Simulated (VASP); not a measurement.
# PbS: electric field gradients with LDA

PbS:

```
CELL_PARAMETERS angstrom
0.00000 2.96500 2.99465
2.96500 0.00000 2.99465
2.96500 2.96500 0.00000
ATOMIC_POSITIONS crystal
Pb 0.00000 0.00000 0.00000
S 0.50000 0.50000 0.50000
```

This cell differs from its parent crystal: zz strain of +1 %.

- Program: VASP 6.6.1
- Task: electric field gradients
- Functional: LDA
- Potentials or basis: VASP PAW LDA potentials, release 64 (Pb_d, S)
- Cutoff: 400 eV
- k mesh: 7 × 7 × 7
- Occupations: fermi-dirac, width 0.01 eV
- Spin: no spin polarisation
- Dipole correction: no
- Further INCAR settings: ALGO = Normal; EDIFF = 1e-08; NBANDS = 17

```json
{"Pressure": "-3.1 GPa", "Band gap on the k mesh": "0.88 eV", "Largest electric field gradient by atom": "Pb +29.0; S +1.2 V/Å²"}
```

Stress tensor (GPa, compression positive):
```
-2.70  0.00  0.00
 0.00 -2.70  0.00
 0.00  0.00 -3.81
```

Levels at points of the mesh, in eV from the valence-band top:
```tsv
k point	band 8	band 9	band 10	band 11	band 12	band 13
(0.00, 0.00, 0.00)	-1.85	-1.85	-1.77	5.19	5.41	5.41
```

Electric field gradients, principal values (V/Å²):
```
atom    least   middle  greatest (by size)
1 Pb  -14.475  -14.477              28.952
 2 S   -0.617   -0.618               1.234
```

Run time: 45 s on 1 thread of Intel Xeon 8259CL, with other jobs on the host, peak memory 0.15 GiB.

Caveat: the cell differs from its parent crystal (zz strain of +1 %); the cell stands under tension; without QUAD_EFG the Cq values of the log hold for a quadrupole moment of 1 mb, not for the nuclei; spin-orbit coupling is left out, which moves the levels of the heavy elements. A k mesh can miss the band edges.
